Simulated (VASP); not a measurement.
Wanted: the native input for a VASP 6.6.1 run.

| Item | Value |
| --- | --- |
| Task | single point |
| Functional | RPBE |
| Dispersion | D4 |
| Potentials or basis | VASP PAW PBE potentials, release 64 (Cl) |
| Cutoff | 520 eV |
| k mesh | 7 × 7 × 4 |
| Occupations | fermi-dirac, width 0.05 eV |
| Spin | no spin polarisation |
| Dipole correction | no |
| Further INCAR settings | ALGO = Normal; EDIFF = 1e-06; NBANDS = 22 |

The structure of Cl lies in POSCAR:

```
Cl
1.0
    3.2688089632     -2.0822072585      0.0000000000
    3.2688089632      2.0822072585      0.0000000000
    0.0000000000      0.0000000000      8.1551177176
Cl
4
Direct
    0.3759534380      0.6240465620      0.3927568010
    0.1240465620      0.8759534380      0.8927568010
    0.6240465620      0.3759534380      0.6072431990
    0.8759534380      0.1240465620      0.1072431990
```

These files were run (other wordings do the same):

INCAR

```
SYSTEM = Cl
PREC     = Accurate       ! precision mode
ENCUT    = 520            ! plane-wave cutoff, eV
EDIFF    = 1E-6           ! SCF threshold, eV
ISMEAR   = -1             ! smearing method
SIGMA    = 0.05           ! smearing width, eV
LREAL    = .False.        ! projectors in reciprocal space
LASPH    = .True.         ! aspherical terms in the spheres
NELM     = 80             ! most SCF steps
ALGO     = Normal         ! electronic algorithm
ISIF     = 2              ! what is computed and relaxed
LWAVE    = .False.        ! write WAVECAR
LCHARG   = .False.        ! write CHGCAR
GGA      = RP             ! functional
IVDW     = 13             ! dispersion correction
NBANDS   = 22             ! bands
```

KPOINTS

```
regular mesh
0
Gamma
  7 7 4
  0 0 0
```

Potentials or basis: VASP PAW PBE potentials, release 64 (Cl).

Command:

```bash
$ cat potpaw_PBE.64/Cl/POTCAR > POTCAR
$ mpirun -np 1 vasp_std > vasp.out
```

Results of the run:

The pressure is -0.4 GPa and the largest force is 0.193 eV/Å. The band gap on the k mesh is 2.38 eV, direct. The dispersion energy per atom is -0.323 eV.

Caveat: the PAW data sets were made with another functional, which shifts forces and pressure a little.

Wall time 60 s on 1 thread of AMD EPYC 9R45 96-Core Processor (Zen 5), with other jobs on the host, peak memory 0.22 GiB.
